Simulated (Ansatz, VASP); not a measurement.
## One calculation of Ti, two programs

```
CELL_PARAMETERS angstrom
2.98882 0.00000 0.00000
-1.49441 2.58839 0.00000
0.00000 0.00000 4.74159
ATOMIC_POSITIONS crystal
Ti 0.66667 0.33333 0.75000
Ti 0.33333 0.66667 0.25000
```

Change from the starting cell: volume scaled by 1.04.

Alike in both runs: task single point; functional b88 exchange, pbe correlation; k mesh 8 × 8 × 4; non-collinear spin.

|  | VASP | Ansatz |
| --- | --- | --- |
| version | VASP 6.6.1 | Ansatz 0.2.0 |
| potentials or method | VASP PAW PBE potentials, release 64 (Ti_sv), cutoff 500 eV | all-electron LAPW, scalar-relativistic |
| occupations | methfessel-paxton of order 1, width 0.05 eV | cold, width 0.05 eV |

VASP gave:

- gap on the k mesh at the Fermi level (eV): none
- pressure (GPa): -6.0
- traceless stress, the component that is largest in VASP (GPa): -0.46
- net moment per atom (μB): 0.00

Q: Estimate Ansatz's values.

A: gap on the k mesh at the Fermi level (eV): none; pressure (GPa): -5.8; traceless stress, the component that is largest in VASP (GPa): -0.42; net moment per atom (μB): 0.00.

VASP's potentials were made for PBE, not for b88 exchange, pbe correlation. A gap of «none» marks a metal or a gap that the smearing closes. Ansatz ran all-electron here, and VASP with PAW potentials.

Noted on Ansatz's run: the program listed the state as in doubt; the k mesh is thin for a metal, which can move the energy by tens of meV per atom.
